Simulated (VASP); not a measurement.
Input of a VASP 6.6.1 run:

Contents of INCAR:

```
SYSTEM = HW8C8
PREC = Accurate
ENCUT = 520
EDIFF = 1E-7
ISMEAR = -1
SIGMA = 0.15
LREAL = Auto
LASPH = .True.
NELM = 100
ALGO = Normal
ISIF = 2
LWAVE = .False.
LCHARG = .True.
GGA = PE
LELF = .True.
LVHAR = .True.
NBANDS = 86
```

File KPOINTS:

```
Automatic mesh
0
Gamma
  2 2 1
  0 0 0
```

POSCAR

```
HW8C8
1.0
    5.7641400000      0.0000000000      0.0000000000
   -2.8820700000      4.9918920000      0.0000000000
    0.0000000000      0.0000000000     16.2358050000
W C H
8 8 1
Direct
    0.0000000000      0.0000000000      0.0615923000
    0.0003498850      0.0009212533      0.2389580369
    0.0000000000      0.5000000000      0.0615923000
    0.0003039694      0.5001721839      0.2390195609
    0.5000000000      0.0000000000      0.0615923000
    0.5000757827      0.0003559790      0.2393765353
    0.5000000000      0.5000000000      0.0615923000
    0.4996305111      0.5001648170      0.2390012707
    0.3335805085      0.1666105267      0.1421849162
    0.3317850325      0.1687237140      0.3085974002
    0.3335730387      0.6672138091      0.1421963630
    0.3317381212      0.6637358490      0.3086257107
    0.8329472414      0.1666216954      0.1421745923
    0.8367295727      0.1687666163      0.3085982391
    0.8333418639      0.6668193856      0.1438307206
    0.8334853028      0.6673270220      0.3153799263
    0.8340367140      0.6690745682      0.3826137069
```

Potentials or basis: VASP PAW PBE potentials, release 64 (W_sv, C, H).

The run is started by

```sh
$ cat potpaw_PBE.64/W_sv/POTCAR potpaw_PBE.64/C/POTCAR potpaw_PBE.64/H/POTCAR > POTCAR
$ mpirun -np 1 vasp_std > vasp.out
```

Problem. What does it give for the largest force?

Solution. 0.148 eV/Å.

Problem. What does it give for the band gap on the k mesh?

Solution. Zero (an odd number of electrons rules out a gap without spin polarisation).

Forces on the atoms (eV/Å):
```
W   -0.002 -0.111 -0.034
W    0.001 -0.024 -0.023
W   -0.104  0.068 -0.026
W   -0.019  0.010 -0.027
W   -0.002  0.005 -0.148
W    0.001 -0.002 -0.015
W    0.099  0.067 -0.028
W    0.019  0.008 -0.024
C    0.002 -0.003 -0.001
C   -0.008  0.003  0.083
C   -0.001 -0.001 -0.003
C    0.002 -0.004  0.083
C    0.000 -0.003  0.001
C    0.006  0.000  0.084
C    0.003 -0.001  0.000
C   -0.001  0.005  0.085
H    0.004 -0.016 -0.006
```

Caveat: the k points lie up to 0.63 Å⁻¹ apart, too coarse for converged energies and pressures of a metal; spin-orbit coupling is left out, which moves the levels of the heavy elements.
